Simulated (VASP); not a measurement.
**B2P: relaxation of cell and atoms with PBE**

B2P:

```
CELL_PARAMETERS angstrom
3.16611 0.00000 0.00000
-0.53079 4.05250 0.00000
-0.51679 -1.32397 4.61530
ATOMIC_POSITIONS crystal
B 0.33104 0.50641 0.20335
B 0.90109 0.72333 0.28142
B 0.58453 0.74456 0.94817
B 0.99767 0.09999 0.55583
P 0.54461 0.38965 0.57171
P 0.14105 0.03606 0.93953
```

- Program: VASP 6.6.1
- Task: relaxation of cell and atoms
- Functional: PBE
- Potentials or basis: VASP PAW PBE potentials, release 64 (B, P)
- Cutoff: 600 eV
- k mesh: 12 × 10 × 8
- Occupations: gaussian, width 0.1 eV
- Spin: no spin polarisation
- Dipole correction: no
- Further INCAR settings: ALGO = Fast; EDIFF = 1e-07; IBRION = 2; EDIFFG = -0.01; NSW = 100; ISIF = 3

The relaxed volume is 9.86 Å³/atom, the relaxed cell is a = 3.165 Å, b = 4.084 Å, c = 4.826 Å, α = 104.91°, β = 96.15°, γ = 97.45° and the space group after relaxing (to 0.1 Å) is P1 (No. 1). The energy gained by relaxing is 0.0 meV/atom and the ionic steps are 2. The pressure after relaxing is 0.1 GPa. The largest force after relaxing is 0.009 eV/Å and the band gap on the k mesh is zero (bands 11 and 12 overlap by 0.18 eV).

Forces on the atoms (eV/Å):
```
B    0.003  0.002 -0.002
B    0.000 -0.007 -0.005
B    0.000 -0.005 -0.001
B   -0.005  0.004  0.005
P    0.004  0.002  0.001
P   -0.002  0.004  0.001
```

Final structure:
```yaml
crystal:
  lattice:
    - [3.16494, 0.00035, -0.00004]
    - [-0.53014, 4.04949, 0.00143]
    - [-0.51681, -1.32144, 4.61311]
  atoms:
    - { symbol: B, position: [0.33110, 0.50629, 0.20337] }
    - { symbol: B, position: [0.90115, 0.72344, 0.28155] }
    - { symbol: B, position: [0.58460, 0.74466, 0.94805] }
    - { symbol: B, position: [0.99767, 0.09997, 0.55573] }
    - { symbol: P, position: [0.54452, 0.38963, 0.57174] }
    - { symbol: P, position: [0.14098, 0.03600, 0.93956] }
```

Levels at points of the mesh, in eV from the Fermi level:
| k point | band 9 | band 10 | band 11 | band 12 | band 13 | band 14 |
| --- | --- | --- | --- | --- | --- | --- |
| (0.00, 0.00, 0.00) | -2.74 | -0.92 | -0.46 | 2.54 | 3.24 | 3.74 |
| (0.50, 0.00, 0.00) | -3.92 | -3.53 | -2.54 | -0.16 | 1.11 | 1.34 |
| (0.00, 0.50, 0.00) | -1.96 | -0.70 | -0.45 | 2.27 | 2.82 | 4.13 |
| (0.50, 0.50, 0.00) | -4.16 | -3.29 | -2.46 | 3.14 | 3.90 | 4.16 |
| (0.00, 0.00, 0.50) | -2.32 | -1.70 | -0.85 | 0.81 | 1.73 | 2.28 |
| (0.50, 0.00, 0.50) | -3.60 | -2.39 | -1.90 | 0.72 | 1.88 | 2.52 |
| (0.00, 0.50, 0.50) | -2.27 | -1.26 | -0.92 | 2.23 | 2.97 | 3.12 |
| (0.50, 0.50, 0.50) | -2.57 | -1.64 | -0.66 | 0.39 | 2.57 | 5.13 |

Wall time 27 min on 1 thread of Oxide Virtual Turin-like Processor (shared host), peak memory 0.52 GiB.

Caveat: semilocal functionals underestimate gaps, so a narrow gap can read as zero.
